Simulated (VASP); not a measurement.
# Si62Ge (a cell with a defect) in VASP: further runs, part 2 of 2

VASP 6.6.1. Earlier steps stand in the parts before.

## Step 3: Single point, PBE, collinear spin, ferromagnetic start

Contents of INCAR:

```
PREC = Accurate
ENCUT = 410
EDIFF = 1E-6
ISMEAR = 0
SIGMA = 0.05
LREAL = Auto
LASPH = T
NELM = 200
ALGO = Normal
ISIF = 2
LWAVE = F
LCHARG = F
ISPIN = 2
MAGMOM = 0 0 0 0 0 0 0 0 0 0 0 0 0 0 0 0 0 0 0 0 0 0 0 0 0 0 0 0 0 0 0 0 0 0 0 0 0 0 0 0 0 0 0 0 0 0 0 0 0 0 0 0 0 0 0 0 0 0 0 0 0 0 0.12
LORBIT = 11
GGA = PE
NBANDS = 172
NELECT = 261.0
GGA_COMPAT = F
```

Contents of KPOINTS:

```
regular mesh
0
Gamma
  1 1 1
```

Contents of POSCAR:

```
Si62Ge
1.0
   10.8600000000      0.0000000000      0.0000000000
    0.0000000000     10.8600000000      0.0000000000
    0.0000000000      0.0000000000     10.8600000000
Si Ge
62 1
Direct
    0.4976398711      0.0031352670      0.0006179558
    0.6227383057      0.1271054328      0.1260251381
    0.7467117864      0.2522332413      0.0006152855
    0.8742457643      0.3758161142      0.1237986188
    0.7473122468      0.0025222836      0.2506367403
    0.8747746777      0.1258881215      0.3739477901
   -0.0008812155      0.0007395948     -0.0008758748
    0.1237844383      0.1262848066      0.1235314917
    0.2508784530      0.2495982505      0.0010534991
    0.5002371087      0.4989684162      0.0010501842
    0.6235683241      0.6260809392      0.1235126151
    0.7490792818      0.7507247698     -0.0009536832
    0.8734054328      0.8763798343      0.1233186004
    0.2502848987      0.0027648250      0.2472440147
    0.3752631676      0.1270555249      0.3725429098
    0.6227872007      0.3746047882      0.3725480663
    0.7470599448      0.4995505525      0.2472331492
    0.8737737569      0.6248364641      0.3752507366
    0.5005258748      0.0027737569      0.4970010129
    0.6239346225      0.1258976980      0.6246340700
    0.7470145488      0.2492662983      0.4969527624
    0.8730123389      0.3765983425      0.6235462247
    0.7488813996      0.0009747698      0.7493708103
    0.8736603131      0.1247141805      0.8751863720
   -0.0002900552      0.5007253223     -0.0009785451
    0.1256023020      0.6242391344      0.1239076427
    0.2491111418      0.7501521179     -0.0009905157
    0.3740267956      0.8755955801      0.1237869245
   -0.0009868324      0.2509696133      0.2488672192
    0.1235326888      0.3763488950      0.3736482505
    0.2505026703      0.4993307551      0.2506971455
    0.3734953039      0.6263181400      0.3736465009
    0.4988799263      0.7508332413      0.2488582873
    0.6239508287      0.8750752302      0.3739526703
   -0.0006441068      0.0009711786      0.4989571823
    0.1251331492      0.1248045120      0.6236689687
    0.2504206262      0.2525350829      0.4966423573
    0.3738999079      0.3759509208      0.6241462247
    0.4973214549      0.4994131676      0.4966279006
    0.6250741252      0.6247009208      0.6236532228
    0.7488855433      0.7504963168      0.4989465930
    0.8741663904      0.8756790976      0.6242309392
    0.2491201657      0.0011080110      0.7494000921
    0.3737523941      0.1265123389      0.8740578269
    0.4988473297      0.2509928177      0.7489762431
    0.6233141805      0.3760858195      0.8740460405
    0.7487390424      0.5007191529      0.7493845304
    0.8746080110      0.6255566298      0.8742652855
   -0.0009607735      0.7507641805      0.2481433702
    0.1249480663      0.8760668508      0.3752065378
   -0.0010340700      0.5006274401      0.4992693370
    0.1242453039      0.6255901473      0.6246103131
    0.2491570902      0.7508674033      0.4992180479
    0.3731784530      0.8767940147      0.6235269797
   -0.0010609576      0.2514967772      0.7489331492
    0.1256145488      0.3758401473      0.8756336096
    0.2490727440      0.5007663904      0.7496829650
    0.3739929098      0.6242454880      0.8756034991
    0.4983426335      0.7508972376      0.7489006446
    0.6251058011      0.8761874770      0.8751511971
   -0.0010292818      0.7508837937      0.7489325046
    0.1242658379      0.8752581952      0.8742760589
    0.3902411602      0.3596405157      0.1411242173
```

Potentials or basis: VASP PAW PBE potentials, release 64 (Si, Ge_d).

Started as:

```bash
$ cat potpaw_PBE.64/Si/POTCAR potpaw_PBE.64/Ge_d/POTCAR > POTCAR
$ mpirun -np 1 vasp_gam > vasp.out
```

OUTCAR:

```text
PREC = Accurate
   ENCUT = 410
   EDIFF = 1E-6
   ISMEAR = 0
   LREAL = Auto
   LASPH = T
   NELM = 200
   ISIF = 2
   ISPIN = 2
   LORBIT = 11
   GGA = PE
   NELECT = 261.0

 ion  position               nearest neighbor table
   1  0.498  0.003  0.001-  44 2.34  28 2.35   2 2.35  60 2.38
   2  0.623  0.127  0.126-   5 2.34   1 2.35   3 2.35
   3  0.747  0.252  0.001-  46 2.34   4 2.35   2 2.35  24 2.38
   4  0.874  0.376  0.124-   3 2.35  17 2.35  29 2.35  25 2.35
   5  0.747  0.003  0.251-   2 2.34  34 2.35   6 2.35  13 2.38
   6  0.875  0.126  0.374-   5 2.35  21 2.35  29 2.35  35 2.35
   7  0.999  0.001  0.999-  24 2.34  13 2.35   8 2.35  62 2.35
   8  0.124  0.126  0.124-   9 2.34  14 2.34   7 2.35  29 2.35
   9  0.251  0.250  0.001-   8 2.34  44 2.34  56 2.36  63 2.46
[... 680 lines left out ...]
      9.50005      1.36714      4.06107        -0.006874      0.005419     -0.000111
[... 55 lines left out ...]
      1.34953      9.50530      9.49464        -0.007757     -0.000854     -0.005662
      4.23802      3.90570      1.53261        -0.001853     -0.001029     -0.001666
 -----------------------------------------------------------------------------------
    total drift:                               -0.047382      0.038622     -0.044930

  FREE ENERGIE OF THE ION-ELECTRON SYSTEM (eV)
  ---------------------------------------------------
  free  energy   TOTEN  =      -337.5433109217 eV

  energy  without entropy=     -337.5354743650  energy(sigma->0) =     -337.53939264

 total charge

# of ion       s       p       d       tot
------------------------------------------
    1        0.742   0.943   0.000   1.685
    2        0.781   0.851   0.000   1.632
    3        0.742   0.943   0.000   1.685
    4        0.740   0.958   0.000   1.697
    5        0.741   0.948   0.000   1.688
    6        0.738   0.960   0.000   1.698
[... 55 lines left out ...]
   62        0.740   0.952   0.000   1.692
   63        1.187   1.124  10.004  12.315
--------------------------------------------------
tot         47.248  59.682  10.004 116.934

 magnetization (x)

# of ion       s       p       d       tot
------------------------------------------
    1       -0.000   0.000   0.000  -0.000
    2        0.006   0.024   0.000   0.030
    3       -0.000   0.000   0.000  -0.000
    4        0.001  -0.000   0.000   0.001
    5        0.000   0.010   0.000   0.011
    6        0.000   0.001   0.000   0.001
[... 55 lines left out ...]
   62        0.000   0.001   0.000   0.001
   63        0.059   0.088  -0.001   0.147
--------------------------------------------------
tot          0.093   0.312  -0.001   0.405
```

Run time: 7.3 min. Hardware: 1 thread of Intel Xeon Platinum 8259CL at 2.50GHz (Skylake/Cascade Lake), shared host; peak memory 1.1 GiB.

Results:

| Quantity | Value |
| --- | --- |
| Free energy | -337.5433 eV |
| Largest force | 0.016 eV/Å |
| Net moment | 0.99 μB per cell |
| Site moments | Si -0.00, +0.03, +0.00, +0.01, +0.02; Ge +0.15 μB |
| Valence electrons inside the program's atomic spheres | Si 1.69, 1.63, 1.70, 1.68; Ge 12.31 |

Forces on the atoms (eV/Å):
```
Si  -0.005 -0.001 -0.002
Si   0.007 -0.005 -0.010
Si   0.000  0.002 -0.002
Si   0.005  0.007  0.002
Si   0.002 -0.002  0.007
Si  -0.007  0.005  0.000
Si   0.003 -0.003  0.005
Si  -0.010  0.002  0.002
Si   0.004 -0.005 -0.003
Si   0.005 -0.001 -0.006
Si  -0.002  0.008  0.002
Si   0.003 -0.005  0.008
Si  -0.006  0.009 -0.010
Si   0.008  0.006  0.008
Si  -0.004 -0.010  0.004
Si   0.010  0.002  0.002
Si  -0.005 -0.006  0.008
Si  -0.005 -0.002 -0.004
Si   0.008  0.002 -0.002
Si  -0.009  0.006 -0.002
Si   0.001 -0.005  0.001
Si   0.003  0.005 -0.005
Si   0.000 -0.001  0.003
Si  -0.004  0.002 -0.007
Si  -0.003 -0.002  0.000
Si   0.004 -0.002 -0.008
Si   0.002  0.001  0.000
Si  -0.007 -0.004  0.003
Si   0.002 -0.001 -0.006
Si  -0.004 -0.002  0.000
Si   0.002  0.000  0.003
Si   0.002  0.002 -0.002
Si   0.001 -0.002 -0.006
Si  -0.007  0.007  0.001
Si   0.002 -0.002  0.001
Si  -0.002 -0.001 -0.005
Si   0.004 -0.002  0.005
Si  -0.001  0.001  0.004
Si   0.000 -0.001  0.007
Si  -0.001  0.004 -0.005
Si   0.002 -0.003  0.001
Si  -0.002  0.003  0.000
Si   0.009 -0.007  0.003
Si  -0.005 -0.002 -0.005
Si  -0.001 -0.001 -0.004
Si   0.004  0.007 -0.005
Si   0.007 -0.012  0.005
Si   0.001  0.009 -0.007
Si   0.001 -0.003  0.016
Si   0.004  0.005 -0.002
Si   0.000  0.001  0.002
Si  -0.004  0.004  0.004
Si  -0.001  0.000  0.003
Si  -0.004 -0.003 -0.003
Si  -0.001  0.001  0.007
Si   0.006  0.002  0.000
Si   0.002 -0.002  0.001
Si  -0.001 -0.007  0.003
Si  -0.002 -0.001  0.006
Si  -0.001  0.006 -0.008
Si   0.001 -0.002  0.003
Si  -0.008 -0.001 -0.006
Ge  -0.002 -0.001 -0.002
```

Caveat: the k points lie up to 0.58 Å⁻¹ apart; the cell carries a net charge on a neutralising background, which shifts energy and pressure.
